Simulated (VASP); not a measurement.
# BAs (F-43m) in VASP: a series of runs

Aim: see how the results for BAs move with the level of theory and the settings. Levels: PBE, PBEsol. Tasks: single point.

Program: VASP 6.6.1. These are calculated values, not measurements. Logs are shortened: lines on timing, memory, paths and dates and some standing lists are left out, and cuts for length are marked.

**1. The cell of the first run**

Symmetry: F-43m, No. 216, cubic system. Conventional cell: a = 4.784 Å, b = 4.784 Å, c = 4.784 Å, α = 90.00°, β = 90.00°, γ = 90.00°. B (site symmetry -43m) has 4 As at 2.07 Å within 2.7 Å. As (site symmetry -43m) has 4 B at 2.07 Å within 2.7 Å.

**2. Single point, PBE**

File INCAR:

```
PREC = Accurate
ENCUT = 520
EDIFF = 1E-7
ISMEAR = 0
SIGMA = 0.01
LREAL = F
LASPH = T
NELM = 80
ALGO = Normal
ISIF = 2
LWAVE = F
LCHARG = F
GGA = PE
NBANDS = 11
```

File KPOINTS:

```
Automatic mesh
0
Gamma
  6 6 6
```

File POSCAR:

```
BAs
1.0
    0.0000000000      2.3918677353      2.3918677353
    2.3918677353      0.0000000000      2.3918677353
    2.3918677353      2.3918677353      0.0000000000
B As
1 1
Direct
    0.0000000000      0.0000000000      0.0000000000
    0.2500000000      0.2500000000      0.2500000000
```

Potentials or basis: VASP PAW PBE potentials, release 64 (B, As).

The run is started by

```
> cat potpaw_PBE.64/B/POTCAR potpaw_PBE.64/As/POTCAR > POTCAR
> mpirun -np 1 vasp_std > vasp.out
```

OUTCAR:

```text
PREC = Accurate
   ENCUT = 520
   EDIFF = 1E-7
   ISMEAR = 0
   LREAL = F
   LASPH = T
   NELM = 80
   ISIF = 2
   GGA = PE

 ion  position               nearest neighbor table
   1  0.000  0.000  0.000-   2 2.07   2 2.07   2 2.07   2 2.07
   2  0.250  0.250  0.250-   1 2.07   1 2.07   1 2.07   1 2.07

  LATTYP: Found a face centered cubic cell.
 ALAT       =     4.7837354706

  Lattice vectors:

 A1 = (   0.0000000000,   2.3918677353,   2.3918677353)
 A2 = (   2.3918677353,   0.0000000000,   2.3918677353)
 A3 = (   2.3918677353,   2.3918677353,   0.0000000000)

Analysis of symmetry for initial positions (statically):
=====================================================================
 Subroutine PRICEL returns:
 Original cell was already a primitive cell.

 Routine SETGRP: Setting up the symmetry group for a
 face centered cubic supercell.

 Subroutine GETGRP returns: Found 24 space group operations
 (whereof 24 operations were pure point group operations)
 out of a pool of 48 trial point group operations.

The static configuration has the point symmetry T_d .

Analysis of symmetry for dynamics (positions and initial velocities):
=====================================================================
 Subroutine PRICEL returns:
 Original cell was already a primitive cell.

 Routine SETGRP: Setting up the symmetry group for a
 face centered cubic supercell.

 Subroutine GETGRP returns: Found 24 space group operations
 (whereof 24 operations were pure point group operations)
 out of a pool of 48 trial point group operations.

The dynamic configuration has the point symmetry T_d .

 Subroutine INISYM returns: Found 24 space group operations
 (whereof 24 operations are pure point group operations),
 and found     1 'primitive' translations

----------------------------------------------------------------------------------------

                                     Primitive cell

  volume of cell :      27.3679

  direct lattice vectors                    reciprocal lattice vectors
     0.000000000  2.391867735  2.391867735    -0.209041659  0.209041659  0.209041659
     2.391867735  0.000000000  2.391867735     0.209041659 -0.209041659  0.209041659
     2.391867735  2.391867735  0.000000000     0.209041659  0.209041659 -0.209041659

  length of vectors
     3.382611791  3.382611791  3.382611791     0.362070775  0.362070775  0.362070775

  position of ions in fractional coordinates (direct lattice)
     0.000000000  0.000000000  0.000000000
     0.250000000  0.250000000  0.250000000

  ion indices of the primitive-cell ions
   primitive index   ion index
                 1           1
                 2           2

----------------------------------------------------------------------------------------

 KPOINTS: Automatic mesh

Automatic generation of k-mesh.
 Grid dimensions read from file:
 generate k-points for:    6    6    6

 Generating k-lattice:

  Cartesian coordinates                     Fractional coordinates (reciprocal lattice)
    -0.034840277  0.034840277  0.034840277     0.166666667  0.000000000  0.000000000
     0.034840277 -0.034840277  0.034840277     0.000000000  0.166666667  0.000000000
     0.034840277  0.034840277 -0.034840277     0.000000000  0.000000000  0.166666667

  Length of vectors
     0.060345129  0.060345129  0.060345129

  Shift w.r.t. Gamma in fractional coordinates (k-lattice)
     0.000000000  0.000000000  0.000000000

 Subroutine IBZKPT returns following result:
 ===========================================

 Found     16 irreducible k-points:

 Following reciprocal coordinates:
            Coordinates               Weight
  0.000000  0.000000  0.000000      1.000000
  0.166667  0.000000  0.000000      8.000000
  0.333333  0.000000  0.000000      8.000000
  0.500000  0.000000  0.000000      4.000000
  0.166667  0.166667  0.000000      6.000000
  0.333333  0.166667  0.000000     24.000000
[... 8 lines left out ...]
 -0.333333  0.333333  0.166667     24.000000
 -0.333333  0.500000  0.166667     12.000000
   k-points           NKPTS =     16   k-points in BZ     NKDIM =     16   number of bands    NBANDS=     11
   number of dos      NEDOS =    301   number of ions     NIONS =      2
   total plane-waves  NPLWV =  21952
   dimension x,y,z NGX =    28 NGY =   28 NGZ =   28
   dimension x,y,z NGXF=    56 NGYF=   56 NGZF=   56
   ions per type =               1   1
   NGX,Y,Z   is equivalent  to a cutoff of  13.76, 13.76, 13.76 a.u.
   NGXF,Y,Z  is equivalent  to a cutoff of  27.52, 27.52, 27.52 a.u.
 SYSTEM =  unknown system
   PREC   = accura    normal or accurate (medium, high low for compatibility)
   ISTART =      0    job   : 0-new  1-cont  2-samecut
   ICHARG =      2    charge: 1-file 2-atom 10-const
   ISPIN  =      1    spin polarized calculation?
   LNONCOLLINEAR =      F non collinear calculations
   LSORBIT =      F    spin-orbit coupling
   LASPH  =      T    aspherical Exc in radial PAW
   ENCUT  =  520.0 eV  38.22 Ry    6.18 a.u.   6.29  6.29  6.29*2*pi/ulx,y,z
   NELM   =     80;   NELMIN=  2; NELMDL= -5     # of ELM steps
   EDIFF  = 0.1E-06   stopping-criterion for ELM
   LREAL  =      F    real-space projection
   EDIFFG = 0.1E-05   stopping-criterion for IOM
   NSW    =      0    number of steps for IOM
   IBRION =     -1    ionic relax: 0-MD 1-quasi-New 2-CG
   NFREE  =      0    steps in history (QN), initial steepest desc. (CG)
   ISIF   =      2    stress and relaxation
   ISYM   =      2    0-nonsym 1-usesym 2-fastsym
   POTIM  = 0.5000    time-step for ionic-motion
   TEBEG  =    0.0;   TEEND  =   0.0 temperature during run
   PSTRESS=    0.0 pullay stress
   NELECT =       8.0000    total number of electrons
   NUPDOWN=      -1.0000    fix difference up-down
   EMIN   =  10.00;   EMAX   =-10.00  energy-range for DOS
   EFERMI =   0.00;   METHOD = LEGACY
   ISMEAR =     0;   SIGMA  =   0.01  broadening in eV -4-tet -1-fermi 0-gaus
   EFERMI_NEDOS =   21; number of points for ismear=-14 and -15
   IALGO  =     38    algorithm
   IMIX   =      4    mixing-type and parameters
     AMIX     =   0.40;   BMIX     =  1.00
     AMIX_MAG =   1.60;   BMIX_MAG =  1.00
  volume/ion in A,a.u.               =      13.68        92.34
  Fermi-wavevector in a.u.,A,eV,Ry     =   1.086486  2.053162 16.061037  1.180453
  Thomas-Fermi vector in A             =   2.222624
   LORBIT       =      0    0 simple, 1 ext, 2 COOP (PROOUT), +10 PAW based schemes
   GGA     = PE    functional components
   LHFCALC =     F    Hartree Fock is set to
   AEXX    =    0.0000 exact exchange contribution
   IVDW    =     0    specifies the selected vdW correction
   LEPSILON=     F    determine dielectric tensor
   LRPA    =     F    only Hartree local field effects (RPA)
 non-spin polarized calculation
 Gauss-broadening in eV      SIGMA  =   0.01
  energy-cutoff  :      520.00
  volume of cell :       27.37
 maximum number of plane-waves:       754
 NGX is ok and might be reduce to    28
   NGX = 13   NGY = 13   NGZ = 13

 number of electron       8.0000000 magnetization

 Free energy of the ion-electron system (eV)
  ---------------------------------------------------
  ext. energy  EPLUGINS =         0.00000000
  ---------------------------------------------------
  free energy    TOTEN  =       -11.38994505 eV

  energy without entropy =      -11.38994505  energy(sigma->0) =      -11.38994505

 E-fermi :   6.1351     XC(G=0): -10.5627

 val. band max:        6.0857714686   @ k =   0.0000   0.0000   0.0000
 cond. band min:       7.3618535455   @ k =   0.3333   0.3333   0.0000
 fundamental gap:      1.2760820768
 Fermi energy:         6.1350779194

 k-point     1 :       0.0000    0.0000    0.0000
  band No.  band energies     occupation
      1      -9.2788      2.00000
      2       6.0858      2.00000
      3       6.0858      2.00000
      4       6.0858      2.00000
      5       9.3544      0.00000
      6       9.3544      0.00000
      7       9.3544      0.00000
      8      10.7193      0.00000
      9      15.6473      0.00000
     10      19.0152      0.00000
     11      19.0152      0.00000

 k-point     2 :       0.1667    0.0000    0.0000
  band No.  band energies     occupation
      1      -8.8277      2.00000
      2       3.1335      2.00000
      3       5.4067      2.00000
      4       5.4067      2.00000
      5       9.3666      0.00000
      6      10.2379      0.00000
      7      10.2379      0.00000
      8      12.6978      0.00000
      9      17.0632      0.00000
     10      17.3623      0.00000
     11      17.3623      0.00000

 k-point     3 :       0.3333    0.0000    0.0000
  band No.  band energies     occupation
      1      -7.5673      2.00000
      2      -0.6370      2.00000
      3       4.5753      2.00000
      4       4.5753      2.00000
      5       8.9247      0.00000
      6      10.9041      0.00000
      7      10.9041      0.00000
      8      14.7472      0.00000
      9      17.5513      0.00000
     10      18.0909      0.00000
     11      18.0909      0.00000

 k-point     4 :       0.5000    0.0000    0.0000
  band No.  band energies     occupation
      1      -6.4221      2.00000
      2      -2.6742      2.00000
      3       4.2706      2.00000
      4       4.2706      2.00000
      5       8.7524      0.00000
      6      10.8585      0.00000
      7      10.8585      0.00000
      8      14.9409      0.00000
      9      18.7707      0.00000
     10      20.6225      0.00000
     11      20.6225      0.00000
[... 127 lines left out ...]
 k-point    14 :       0.5000    0.3333    0.1667
  band No.  band energies     occupation
      1      -6.4912      2.00000
      2      -0.6570      2.00000
      3       1.2306      2.00000
      4       2.8826      2.00000
      5       9.8588      0.00000
      6      11.2661      0.00000
      7      11.9308      0.00000
      8      15.0986      0.00000
      9      17.5078      0.00000
     10      19.7824      0.00000
     11      22.1250      0.00000

 k-point    15 :      -0.3333    0.3333    0.1667
  band No.  band energies     occupation
      1      -5.4707      2.00000
      2      -1.9425      2.00000
      3       0.6906      2.00000
      4       2.2379      2.00000
      5      10.4108      0.00000
      6      11.3088      0.00000
      7      13.5158      0.00000
      8      14.9576      0.00000
      9      16.3091      0.00000
     10      20.5092      0.00000
     11      22.3122      0.00000

 k-point    16 :      -0.3333    0.5000    0.1667
  band No.  band energies     occupation
      1      -4.9935      2.00000
      2      -2.1020      2.00000
      3       0.9534      2.00000
      4       1.1485      2.00000
      5       9.8541      0.00000
      6      10.0645      0.00000
      7      14.7032      0.00000
      8      14.9487      0.00000
      9      18.3579      0.00000
     10      21.6916      0.00000
     11      21.8840      0.00000

------------------------ aborting loop because EDIFF is reached ----------------------------------------

  FORCE on cell =-STRESS in cart. coord.  units (eV):
  Direction    XX          YY          ZZ          XY          YZ          ZX
  --------------------------------------------------------------------------------------
  -------------------------------------------------------------------------------------
  Total        0.4876449      0.4876449      0.4876449     -0.0000000      0.0000000      0.0000000
  in kB       28.5478095     28.5478095     28.5478095     -0.0000000      0.0000000      0.0000000
  external PRESSURE =      28.5478095 kB  Pullay stress =       0.0000000 kB

 VOLUME and BASIS-vectors are now :
 -----------------------------------------------------------------------------
  energy-cutoff  :      520.00
  volume of cell :       27.37
      direct lattice vectors                 reciprocal lattice vectors
     0.000000000  2.391867735  2.391867735    -0.209041659  0.209041659  0.209041659
     2.391867735  0.000000000  2.391867735     0.209041659 -0.209041659  0.209041659
     2.391867735  2.391867735  0.000000000     0.209041659  0.209041659 -0.209041659

 POSITION                                       TOTAL-FORCE (eV/Angst)
 -----------------------------------------------------------------------------------
      0.00000      0.00000      0.00000        -0.000000     -0.000000     -0.000000
      1.19593      1.19593      1.19593         0.000000      0.000000      0.000000
 -----------------------------------------------------------------------------------
    total drift:                               -0.000000     -0.000000     -0.000000

  FREE ENERGIE OF THE ION-ELECTRON SYSTEM (eV)
  ---------------------------------------------------
  free  energy   TOTEN  =       -11.3899450517 eV

  energy  without entropy=      -11.3899450517  energy(sigma->0) =      -11.38994505
```

It took 15 s on 1 thread of Intel Xeon Platinum 8259CL at 2.50GHz (Skylake/Cascade Lake), shared host; peak memory 0.15 GiB.

Results:

```
Free energy            : -11.3899 eV
Pressure               : 2.9 GPa
Band gap on the k mesh : 1.28 eV, indirect (least direct gap 3.27 eV)
```

**3. Single point, PBEsol**

This run uses another cell than the first one, of 13.55 Å³/atom, 0.990 times its volume.

File INCAR:

```
SYSTEM = BAs
  PREC = Accurate
  ENCUT = 520
  EDIFF = 1E-7
  ISMEAR = -1
  SIGMA = 0.02
  LREAL = .FALSE.
  LASPH = .TRUE.
  NELM = 100
  ALGO = Normal
  ISIF = 2
  LWAVE = .FALSE.
  LCHARG = .FALSE.
  GGA = PS
  NBANDS = 11
```

File KPOINTS:

```
regular mesh
0
G
  8 8 8
  0 0 0
```

File POSCAR:

```
BAs
1.0
    0.0000000000      2.3838158929      2.3838158929
    2.3838158929      0.0000000000      2.3838158929
    2.3838158929      2.3838158929      0.0000000000
B As
1 1
Direct
    0.0000000000      0.0000000000      0.0000000000
    0.2500000000      0.2500000000      0.2500000000
```

Potentials or basis: VASP PAW PBE potentials, release 64 (B, As).

The run is started by

```
> cat potpaw_PBE.64/B/POTCAR potpaw_PBE.64/As/POTCAR > POTCAR
> mpirun -np 1 vasp_std > vasp.out
```

Run time: 17 s. Hardware: 1 thread of Intel Xeon Platinum 8259CL at 2.50GHz (Skylake/Cascade Lake), shared host; peak memory 0.15 GiB.

The run converged. Its results:

```
Free energy            : -12.2011 eV
Pressure               : 0.9 GPa
Band gap on the k mesh : 1.09 eV, indirect (least direct gap 3.25 eV)
```

Levels at points of the mesh, in eV from the valence-band top:
```
           k point  band 1  band 2  band 3  band 4  band 5  band 6  band 7  band 8
(0.00, 0.00, 0.00)  -15.49    0.00    0.00    0.00    3.25    3.25    3.25    4.76
(0.50, 0.00, 0.00)  -12.59   -8.88   -1.84   -1.84    2.69    4.73    4.73    8.72
(0.50, 0.50, 0.00)  -11.27   -8.57   -4.13   -4.13    1.31    1.33   11.40   11.40
```

Caveat: the PAW data sets were made with another functional, which shifts forces and pressure a little. Expect the measured gap to be larger: semilocal functionals such as PBEsol lack the derivative discontinuity.
